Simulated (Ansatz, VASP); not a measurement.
Two plane-wave programs on NbP

```
Nb P
1.0
     0.00000    3.34197   -0.00092
     3.34203    0.00000   -0.00107
     1.67285    1.67256   -5.74412
Nb P
2 2
Direct
  0.96002 0.95848 0.08216
  0.70958 0.20894 0.58216
  0.54296 0.54175 0.91668
  0.29279 0.79190 0.41668
```

Alike in both runs: functional PBE; k mesh 6 × 6 × 6; no spin polarisation.

Ansatz relaxed the structure, and its values are those at the end. VASP's run is a single point on that final structure, the one shown.

|  | VASP | Ansatz |
| --- | --- | --- |
| version | VASP 6.6.1 | Ansatz 0.2.0 |
| potentials or method | VASP PAW PBE potentials, release 64 (Nb_sv, P), cutoff 520 eV | PAW plane waves |
| occupations | tetrahedron | tetrahedron-uncorrected |
| valence electrons in the cell | 36 | 36 |

Ansatz gave:

| Item | Value |
| --- | --- |
| gap on the k mesh at the Fermi level (eV) | 0.07 |
| pressure (GPa) | 0.0 |
| rms of the force components (eV/Å) | 0.003 |

Problem. What did VASP give for the same quantities?

Solution. gap on the k mesh at the Fermi level (eV): 0.08; pressure (GPa): -0.4; rms of the force components (eV/Å): 0.003.

Ansatz's warnings: band table not solved further, forces under tetrahedra, relaxation start displaced.
